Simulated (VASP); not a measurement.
## MgO (lda): relaxation of cell and atoms with LDA

Crystal: MgO (lda).

```xyz
2
Lattice="0.0000 2.0816 2.0816 2.0816 0.0000 2.0816 2.0816 2.0816 0.0000" Properties=species:S:1:pos:R:3 pbc="T T T"
Mg    0.0000    0.0000    0.0000
O     2.0816    2.0816    2.0816
```

```
Program                : VASP 6.6.1
Task                   : relaxation of cell and atoms
Functional             : LDA
Potentials or basis    : VASP PAW LDA potentials, release 64 (Mg, O)
Cutoff                 : 600 eV
k mesh                 : 10 × 10 × 10
Occupations            : gaussian, width 0.02 eV
Spin                   : no spin polarisation
Dipole correction      : no
Further INCAR settings : ALGO = Normal; EDIFF = 1e-07; IBRION = 2; EDIFFG = -0.002; NSW = 100; ISIF = 3
```

The relaxed volume is 8.89 Å³/atom, the relaxed cell is a = 2.930 Å, b = 2.930 Å, c = 2.930 Å, α = 60.00°, β = 60.00°, γ = 60.00° and the space group after relaxing (to 0.05 Å) is Fm-3m (No. 225). The energy gained by relaxing is 1.0 meV/atom and the ionic steps are 3. The pressure after relaxing is 0.0 GPa and the band gap on the k mesh is 5.15 eV, direct.

Step by step:
| step | energy change (eV) | largest force (eV/Å) | pressure (GPa) | volume (Å³) |
| --- | --- | --- | --- | --- |
| 1 | 0.0000 | 0.0000 | -2.44 | 18.04 |
| 2 | -0.0016 | 0.0000 | 1.06 | 17.68 |
| 3 | -0.0019 | 0.0000 | 0.00 | 17.79 |

Final structure:
```
Mg O
1.0
     0.00000    2.07184    2.07184
     2.07184    0.00000    2.07184
     2.07184    2.07184    0.00000
Mg O
1 1
Direct
  0.00000 0.00000 0.00000
  0.50000 0.50000 0.50000
```

Levels at points of the mesh, in eV from the valence-band top:
```tsv
k point	band 1	band 2	band 3	band 4	band 5	band 6	band 7	band 8
(0.00, 0.00, 0.00)	-17.27	0.00	0.00	0.00	5.15	15.79	15.79	15.79
(0.50, 0.00, 0.00)	-15.78	-4.92	-0.72	-0.72	8.05	12.96	16.51	16.51
(0.50, 0.50, 0.00)	-15.49	-4.36	-1.44	-1.44	8.93	10.24	13.42	19.38
```

Wall time 11 s on 1 thread of Intel Xeon 6975P-C, with other jobs on the host, peak memory 0.14 GiB.

LDA gaps usually lie below the measured ones, often by a third to a half. LDA usually gives volumes a few per cent too small.
